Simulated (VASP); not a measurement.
# Li2S (Fm-3m) in VASP: settings compared

Aim: see how the results for Li2S move with the level of theory and the settings. Levels: PBE, r2SCAN, HSE06. Tasks: single point.

Program: VASP 6.6.1. These are calculated values, not measurements. Logs are shortened: lines on timing, memory, paths and dates and some standing lists are left out, and cuts for length are marked.

## 1. The cell of the first run

Symmetry: Fm-3m, No. 225, cubic system. The conventional cell has a = 5.691 Å, b = 5.691 Å, c = 5.691 Å, α = 90.00°, β = 90.00°, γ = 90.00°. Within 3.3 Å of Li (site symmetry -43m) lie 4 S at 2.46 Å and 6 Li at 2.85 Å. S (site symmetry m-3m) has 8 Li at 2.46 Å within 3.3 Å.

## 2. Single point, PBE

Input file INCAR:

```
SYSTEM = Li2S
ALGO = Normal
EDIFF = 1E-6
ENCUT = 750
GGA = PE
GGA_COMPAT = .False.
ISIF = 2
ISMEAR = -1
LASPH = .True.
LCHARG = .True.
LELF = .True.
LREAL = .False.
LVHAR = .True.
LWAVE = .False.
NBANDS = 13
NELM = 120
PREC = Accurate
SIGMA = 0.02
```

Input file KPOINTS:

```
k-points
0
Gamma
  8 8 8
  0 0 0
```

Input file POSCAR:

```
Li2S
1.0
    0.0000000000      2.8452943747      2.8452943747
    2.8452943747      0.0000000000      2.8452943747
    2.8452943747      2.8452943747      0.0000000000
Li S
2 1
Direct
    0.2500000000      0.2500000000      0.2500000000
    0.7500000000      0.7500000000      0.7500000000
    0.0000000000      0.0000000000      0.0000000000
```

Potentials or basis: VASP PAW PBE potentials, release 64 (Li_sv, S).

On the command line:

```bash
$ cat potpaw_PBE.64/Li_sv/POTCAR potpaw_PBE.64/S/POTCAR > POTCAR
$ mpirun -np 1 vasp_std > vasp.out
```

OUTCAR:

```text
SYSTEM = Li2S
   EDIFF = 1E-6
   ENCUT = 750
   GGA = PE
   ISIF = 2
   ISMEAR = -1
   LASPH = .True.
   LREAL = .False.
   NELM = 120
   PREC = Accurate

 ion  position               nearest neighbor table
   1  0.250  0.250  0.250-   3 2.46   3 2.46   3 2.46   3 2.46
   2  0.750  0.750  0.750-   3 2.46   3 2.46   3 2.46   3 2.46
   3  0.000  0.000  0.000-   2 2.46   2 2.46   2 2.46   1 2.46   2 2.46   1 2.46   1 2.46   1 2.46

  LATTYP: Found a face centered cubic cell.
 ALAT       =     5.6905887494

  Lattice vectors:

 A1 = (   0.0000000000,   2.8452943747,   2.8452943747)
 A2 = (   2.8452943747,   0.0000000000,   2.8452943747)
 A3 = (   2.8452943747,   2.8452943747,   0.0000000000)

Analysis of symmetry for initial positions (statically):
=====================================================================
 Subroutine PRICEL returns:
 Original cell was already a primitive cell.

 Routine SETGRP: Setting up the symmetry group for a
 face centered cubic supercell.

 Subroutine GETGRP returns: Found 48 space group operations
 (whereof 48 operations were pure point group operations)
 out of a pool of 48 trial point group operations.

The static configuration has the point symmetry O_h .

Analysis of symmetry for dynamics (positions and initial velocities):
=====================================================================
 Subroutine PRICEL returns:
 Original cell was already a primitive cell.

 Routine SETGRP: Setting up the symmetry group for a
 face centered cubic supercell.

 Subroutine GETGRP returns: Found 48 space group operations
 (whereof 48 operations were pure point group operations)
 out of a pool of 48 trial point group operations.

The dynamic configuration has the point symmetry O_h .

 Subroutine INISYM returns: Found 48 space group operations
 (whereof 48 operations are pure point group operations),
 and found     1 'primitive' translations

----------------------------------------------------------------------------------------

                                     Primitive cell

  volume of cell :      46.0693

  direct lattice vectors                    reciprocal lattice vectors
     0.000000000  2.845294375  2.845294375    -0.175728742  0.175728742  0.175728742
     2.845294375  0.000000000  2.845294375     0.175728742 -0.175728742  0.175728742
     2.845294375  2.845294375  0.000000000     0.175728742  0.175728742 -0.175728742

  length of vectors
     4.023853894  4.023853894  4.023853894     0.304371109  0.304371109  0.304371109

  position of ions in fractional coordinates (direct lattice)
     0.250000000  0.250000000  0.250000000
     0.750000000  0.750000000  0.750000000
     0.000000000  0.000000000  0.000000000

[... 91 lines left out ...]
   EFERMI =   0.00;   METHOD = LEGACY
   ISMEAR =    -1;   SIGMA  =   0.02  broadening in eV -4-tet -1-fermi 0-gaus
   EFERMI_NEDOS =   21; number of points for ismear=-14 and -15
   IALGO  =     38    algorithm
   IMIX   =      4    mixing-type and parameters
     AMIX     =   0.40;   BMIX     =  1.00
     AMIX_MAG =   1.60;   BMIX_MAG =  1.00
  volume/ion in A,a.u.               =      15.36       103.63
  Fermi-wavevector in a.u.,A,eV,Ry     =   1.045518  1.975742 14.872626  1.093107
  Thomas-Fermi vector in A             =   2.180317
   LORBIT       =      0    0 simple, 1 ext, 2 COOP (PROOUT), +10 PAW based schemes
   GGA     = PE    functional components
   LHFCALC =     F    Hartree Fock is set to
   AEXX    =    0.0000 exact exchange contribution
   IVDW    =     0    specifies the selected vdW correction
   LEPSILON=     F    determine dielectric tensor
   LRPA    =     F    only Hartree local field effects (RPA)
 non-spin polarized calculation
  energy-cutoff  :      750.00
  volume of cell :       46.07
 maximum number of plane-waves:      2180
   NGX = 17   NGY = 17   NGZ = 17

 number of electron      11.9999998 magnetization

 Free energy of the ion-electron system (eV)
  ---------------------------------------------------
  ext. energy  EPLUGINS =         0.00000000
  ---------------------------------------------------
  free energy    TOTEN  =       -11.99475459 eV

  energy without entropy =      -11.99475459  energy(sigma->0) =      -11.99475459

 E-fermi :   1.8800     XC(G=0):  -8.5225

 val. band max:        1.4865313670   @ k =   0.0000   0.0000   0.0000
 cond. band min:       4.8741724274   @ k =   0.5000   0.5000   0.0000
 fundamental gap:      3.3876410604
 Fermi energy:         1.8799511566

 k-point     1 :       0.0000    0.0000    0.0000
  band No.  band energies     occupation
      1     -42.6771      2.00000
      2     -42.6338      2.00000
      3      -9.5486      2.00000
      4       1.4865      2.00000
      5       1.4865      2.00000
      6       1.4865      2.00000
      7       5.7761      0.00000
      8       7.7188      0.00000
      9       7.7188      0.00000
     10       7.7188      0.00000
     11      12.6767      0.00000
     12      12.6767      0.00000
     13      13.9345      0.00000
[... 354 lines left out ...]
  band No.  band energies     occupation
      1     -42.6545      2.00000
      2     -42.6545      2.00000
      3      -9.0445      2.00000
      4      -1.1011      2.00000
      5       0.2379      2.00000
      6       0.5784      2.00000
      7       7.3546      0.00000
      8       8.1445      0.00000
      9       9.8559      0.00000
     10      10.4993      0.00000
     11      11.8462      0.00000
     12      13.1744      0.00000
     13      14.8963      0.00000

 [... further k-points ...]

------------------------ aborting loop because EDIFF is reached ----------------------------------------

  FORCE on cell =-STRESS in cart. coord.  units (eV):
  Direction    XX          YY          ZZ          XY          YZ          ZX
  --------------------------------------------------------------------------------------
  -------------------------------------------------------------------------------------
  Total        0.0570210      0.0570210      0.0570210      0.0000000      0.0000000      0.0000000
  in kB        1.9830509      1.9830509      1.9830509      0.0000000      0.0000000      0.0000000
  external PRESSURE =       1.9830509 kB  Pullay stress =       0.0000000 kB

 VOLUME and BASIS-vectors are now :
 -----------------------------------------------------------------------------
  energy-cutoff  :      750.00
  volume of cell :       46.07
      direct lattice vectors                 reciprocal lattice vectors
     0.000000000  2.845294375  2.845294375    -0.175728742  0.175728742  0.175728742
     2.845294375  0.000000000  2.845294375     0.175728742 -0.175728742  0.175728742
     2.845294375  2.845294375  0.000000000     0.175728742  0.175728742 -0.175728742

 POSITION                                       TOTAL-FORCE (eV/Angst)
 -----------------------------------------------------------------------------------
      1.42265      1.42265      1.42265        -0.000000     -0.000000     -0.000000
      4.26794      4.26794      4.26794         0.000000      0.000000      0.000000
      0.00000      0.00000      0.00000         0.000000      0.000000      0.000000
 -----------------------------------------------------------------------------------
    total drift:                                0.000000      0.000000      0.000000

  FREE ENERGIE OF THE ION-ELECTRON SYSTEM (eV)
  ---------------------------------------------------
  free  energy   TOTEN  =       -11.9947545943 eV

  energy  without entropy=      -11.9947545943  energy(sigma->0) =      -11.99475459
```

OSZICAR:

```text
N       E                     dE             d eps       ncg     rms          rms(c)
DAV:   1     0.559730870209E+02    0.55973E+02   -0.64823E+03   754   0.114E+03
DAV:   2    -0.406087729947E+01   -0.60034E+02   -0.56748E+02   907   0.230E+02
DAV:   3    -0.120691485447E+02   -0.80083E+01   -0.79581E+01  1441   0.536E+01
DAV:   4    -0.122895447346E+02   -0.22040E+00   -0.22028E+00   968   0.119E+01
DAV:   5    -0.122970784528E+02   -0.75337E-02   -0.75332E-02  1206   0.168E+00    0.388E+00
DAV:   6    -0.119996672869E+02    0.29741E+00   -0.50394E-01   918   0.284E+00    0.290E+00
DAV:   7    -0.119840253025E+02    0.15642E-01   -0.13673E-01  1065   0.166E+00    0.180E+00
DAV:   8    -0.119951445283E+02   -0.11119E-01   -0.28678E-02   977   0.940E-01    0.774E-01
DAV:   9    -0.119945836787E+02    0.56085E-03   -0.92368E-04  1040   0.181E-01    0.474E-01
DAV:  10    -0.119947823188E+02   -0.19864E-03   -0.15356E-03   839   0.192E-01    0.278E-01
DAV:  11    -0.119947523912E+02    0.29928E-04   -0.99153E-05  1093   0.646E-02    0.100E-01
DAV:  12    -0.119947538980E+02   -0.15068E-05   -0.26669E-06   929   0.126E-02    0.737E-02
DAV:  13    -0.119947545620E+02   -0.66409E-06   -0.11216E-05   935   0.164E-02    0.274E-03
DAV:  14    -0.119947545943E+02   -0.32302E-07   -0.49015E-07   668   0.604E-03
   1 F= -.11994755E+02 E0= -.11994755E+02  d E =-.153485E-10
```

Run time: 19 s. Hardware: 1 thread of Intel Xeon Platinum 8488C (Sapphire Rapids), shared host; peak memory 0.2 GiB.

Results:

| Property | Result |
| --- | --- |
| Free energy | -11.9948 eV |
| Pressure | 0.2 GPa |
| Band gap on the k mesh | 3.39 eV (least direct gap 4.29 eV) |

Levels at points of the mesh, in eV from the valence-band top:
```
           k point  band 3  band 4  band 5  band 6  band 7  band 8  band 9  band 10
(0.00, 0.00, 0.00)  -11.04    0.00    0.00    0.00    4.29    6.23    6.23     6.23
(0.50, 0.00, 0.00)  -10.60   -2.89   -0.51   -0.51    6.12    6.58    6.58     8.43
(0.50, 0.50, 0.00)  -10.47   -2.17   -1.43   -1.43    3.39    7.09   11.12    11.12
```

A k mesh can miss the band edges.

## 3. Single point, r2SCAN (strain -5.8%)

Input file POSCAR:

```
Li2S
1.0
    0.0000000000      2.6816899481      2.6816899481
    2.6816899481      0.0000000000      2.6816899481
    2.6816899481      2.6816899481      0.0000000000
Li S
2 1
Direct
    0.2500000000      0.2500000000      0.2500000000
    0.7500000000      0.7500000000      0.7500000000
    0.0000000000      0.0000000000      0.0000000000
```

Input file INCAR.step1:

```
PREC = Accurate
ENCUT = 830
ISMEAR = 0
SIGMA = 0.01
LREAL = False
LASPH = True
NELM = 120
NBANDS = 13
GGA = PE
ALGO = Normal
EDIFF = 1E-5
LWAVE = True
LCHARG = False
GGA_COMPAT = False
```

Input file INCAR.step2:

```
PREC = Accurate
ENCUT = 830
EDIFF = 1E-6
ISMEAR = 0
SIGMA = 0.01
LREAL = False
LASPH = True
NELM = 120
ALGO = Normal
ISIF = 2
LWAVE = False
LCHARG = False
METAGGA = R2SCAN
LMIXTAU = True
NBANDS = 13
ISTART = 1
GGA_COMPAT = False
```

Input file KPOINTS:

```
Automatic mesh
0
Gamma
  8 8 8
```

Potentials or basis: VASP PAW PBE potentials, release 64 (Li_sv, S).

On the command line:

```bash
$ cat potpaw_PBE.64/Li_sv/POTCAR potpaw_PBE.64/S/POTCAR > POTCAR
$ cp INCAR.step1 INCAR
$ mpirun -np 1 vasp_std > vasp.out
$ cp INCAR.step2 INCAR
$ mpirun -np 1 vasp_std > vasp.out
```

OUTCAR:

```text
PREC = Accurate
   ENCUT = 830
   EDIFF = 1E-6
   ISMEAR = 0
   LREAL = False
   LASPH = True
   NELM = 120
   ISIF = 2
   METAGGA = R2SCAN
   ISTART = 1

 ion  position               nearest neighbor table
   1  0.250  0.250  0.250-   3 2.32   3 2.32   3 2.32   3 2.32
   2  0.750  0.750  0.750-   3 2.32   3 2.32   3 2.32   3 2.32
   3  0.000  0.000  0.000-   2 2.32   2 2.32   2 2.32   1 2.32   1 2.32   1 2.32   2 2.32   1 2.32

  LATTYP: Found a face centered cubic cell.
 ALAT       =     5.3633798962

  Lattice vectors:

 A1 = (   0.0000000000,   2.6816899481,   2.6816899481)
 A2 = (   2.6816899481,   0.0000000000,   2.6816899481)
 A3 = (   2.6816899481,   2.6816899481,   0.0000000000)

Analysis of symmetry for initial positions (statically):
=====================================================================
 Subroutine PRICEL returns:
 Original cell was already a primitive cell.

 Routine SETGRP: Setting up the symmetry group for a
 face centered cubic supercell.

 Subroutine GETGRP returns: Found 48 space group operations
 (whereof 48 operations were pure point group operations)
 out of a pool of 48 trial point group operations.

The static configuration has the point symmetry O_h .
[... 171 lines left out ...]
  band No.  band energies     occupation
      1     -42.8738      2.00000
      2     -42.7904      2.00000
      3      -9.6113      2.00000
      4       2.4223      2.00000
      5       2.4223      2.00000
      6       2.4223      2.00000
      7       8.4910      0.00000
      8       9.3549      0.00000
      9       9.3549      0.00000
     10       9.3549      0.00000
     11      14.6393      0.00000
     12      14.6393      0.00000
     13      16.8172      0.00000
[... 354 lines left out ...]
  band No.  band energies     occupation
      1     -42.8295      2.00000
      2     -42.8293      2.00000
      3      -8.9196      2.00000
      4      -0.7735      2.00000
      5       0.8843      2.00000
      6       1.2488      2.00000
      7       9.0087      0.00000
      8      10.3462      0.00000
      9      12.3119      0.00000
     10      12.9769      0.00000
     11      14.4433      0.00000
     12      16.2316      0.00000
     13      17.8029      0.00000

 [... further k-points ...]
[... 5 lines left out ...]
  --------------------------------------------------------------------------------------
  -------------------------------------------------------------------------------------
  Total        2.4184517      2.4184517      2.4184517      0.0000000      0.0000000      0.0000000
  in kB      100.4598021    100.4598021    100.4598021      0.0000000      0.0000000      0.0000000
  external PRESSURE =     100.4598021 kB  Pullay stress =       0.0000000 kB

 VOLUME and BASIS-vectors are now :
 -----------------------------------------------------------------------------
  energy-cutoff  :      830.00
  volume of cell :       38.57
      direct lattice vectors                 reciprocal lattice vectors
     0.000000000  2.681689948  2.681689948    -0.186449593  0.186449593  0.186449593
     2.681689948  0.000000000  2.681689948     0.186449593 -0.186449593  0.186449593
     2.681689948  2.681689948  0.000000000     0.186449593  0.186449593 -0.186449593

 POSITION                                       TOTAL-FORCE (eV/Angst)
 -----------------------------------------------------------------------------------
      1.34084      1.34084      1.34084        -0.000000     -0.000000      0.000000
      4.02253      4.02253      4.02253         0.000000      0.000000     -0.000000
      0.00000      0.00000      0.00000        -0.000000     -0.000000     -0.000000
 -----------------------------------------------------------------------------------
    total drift:                                0.000000      0.000000      0.000000

  FREE ENERGIE OF THE ION-ELECTRON SYSTEM (eV)
  ---------------------------------------------------
  free  energy   TOTEN  =       -17.1749355359 eV

  energy  without entropy=      -17.1749355359  energy(sigma->0) =      -17.17493554
```

OUTCAR.step1:

```text
PREC = Accurate
   ENCUT = 830
   ISMEAR = 0
   LREAL = False
   LASPH = True
[... 608 lines left out ...]
      1.34084      1.34084      1.34084        -0.000000     -0.000000      0.000000
      4.02253      4.02253      4.02253         0.000000      0.000000     -0.000000
      0.00000      0.00000      0.00000         0.000000     -0.000000     -0.000000
 -----------------------------------------------------------------------------------
    total drift:                                0.000000      0.000000      0.000000

  FREE ENERGIE OF THE ION-ELECTRON SYSTEM (eV)
  ---------------------------------------------------
  free  energy   TOTEN  =       -11.7684067877 eV

  energy  without entropy=      -11.7684067877  energy(sigma->0) =      -11.76840679
```

OSZICAR.step1:

```text
N       E                     dE             d eps       ncg     rms          rms(c)
DAV:   1     0.616152433578E+02    0.61615E+02   -0.67637E+03   754   0.127E+03
DAV:   2    -0.451207935629E+01   -0.66127E+02   -0.62363E+02   918   0.256E+02
DAV:   3    -0.118489583938E+02   -0.73369E+01   -0.72852E+01  1400   0.558E+01
DAV:   4    -0.120578479987E+02   -0.20889E+00   -0.20876E+00  1003   0.118E+01
DAV:   5    -0.120619655771E+02   -0.41176E-02   -0.41174E-02  1156   0.135E+00    0.436E+00
DAV:   6    -0.117794656400E+02    0.28250E+00   -0.42323E-01   923   0.276E+00    0.338E+00
DAV:   7    -0.117598446944E+02    0.19621E-01   -0.14513E-01  1068   0.177E+00    0.201E+00
DAV:   8    -0.117686662774E+02   -0.88216E-02   -0.24366E-02   979   0.898E-01    0.719E-01
DAV:   9    -0.117682992514E+02    0.36703E-03   -0.73391E-04  1068   0.158E-01    0.407E-01
DAV:  10    -0.117684147523E+02   -0.11550E-03   -0.71995E-04   884   0.142E-01    0.199E-01
DAV:  11    -0.117684067877E+02    0.79646E-05   -0.31571E-05  1038   0.423E-02
   1 F= -.11768407E+02 E0= -.11768407E+02  d E =0.000000E+00
```

Run time: 58 s. Hardware: 1 thread of Intel Xeon Platinum 8488C (Sapphire Rapids), shared host; peak memory 0.21 GiB.

What came out:

* Free energy: -17.1749 eV
* Pressure: 10.0 GPa
* Band gap on the k mesh: 3.70 eV (least direct gap 5.54 eV)

Caveat: the cell differs from its parent crystal (strain -5.8%); the cell stands under pressure; the PAW data sets were made with another functional, which shifts forces and pressure a little. A k mesh can miss the band edges.

## 4. Single point, r2SCAN (strain -5.6%)

Input file POSCAR:

```
Li2S
1.0
    0.0000000000      2.6848197719      2.6848197719
    2.6848197719      0.0000000000      2.6848197719
    2.6848197719      2.6848197719      0.0000000000
Li S
2 1
Direct
    0.2500000000      0.2500000000      0.2500000000
    0.7500000000      0.7500000000      0.7500000000
    0.0000000000      0.0000000000      0.0000000000
```

Input file INCAR.step1:

```
ALGO = Normal ; EDIFF = 1E-5
ENCUT = 830 ; GGA = PE
GGA_COMPAT = F ; ISMEAR = 0
LASPH = T ; LCHARG = F
LREAL = F ; LWAVE = T
NBANDS = 13 ; NELM = 120
PREC = Accurate ; SIGMA = 0.01
```

Input file INCAR.step2:

```
ALGO = Normal ; EDIFF = 1E-6
ENCUT = 830 ; GGA_COMPAT = F
ISIF = 2 ; ISMEAR = 0
ISTART = 1 ; LASPH = T
LCHARG = T ; LELF = T
LMIXTAU = T ; LREAL = F
LVHAR = T ; LWAVE = F
METAGGA = R2SCAN ; NBANDS = 13
NELM = 120 ; PREC = Accurate
SIGMA = 0.01
```

Input file KPOINTS:

```
k-points
0
Gamma
  8 8 8
```

On the command line:

```bash
$ cat potpaw_PBE.64/Li_sv/POTCAR potpaw_PBE.64/S/POTCAR > POTCAR
$ cp INCAR.step1 INCAR
$ mpirun -np 1 vasp_std > vasp.out
$ cp INCAR.step2 INCAR
$ mpirun -np 1 vasp_std > vasp.out
```

Run time: 78 s. Hardware: 1 thread of Intel Xeon Platinum 8488C (Sapphire Rapids), shared host; peak memory 0.21 GiB.

It converged, with:

| Property | Result |
| --- | --- |
| Free energy | -17.1835 eV |
| Pressure | 9.7 GPa |
| Band gap on the k mesh | 3.70 eV (least direct gap 5.53 eV) |

Levels at points of the mesh, in eV from the valence-band top:
```tsv
k point	band 4	band 5	band 6	band 7	band 8	band 9
(0.00, 0.00, 0.00)	0.00	0.00	0.00	6.05	6.93	6.93
(0.50, 0.00, 0.00)	-3.53	-0.65	-0.65	7.23	7.23	7.81
(0.50, 0.50, 0.00)	-2.57	-1.83	-1.83	3.70	8.29	13.57
```

Caveat: the cell differs from its parent crystal (strain -5.6%); the cell stands under pressure; the PAW data sets were made with another functional, which shifts forces and pressure a little.

(Continued in part 2 of 2.)
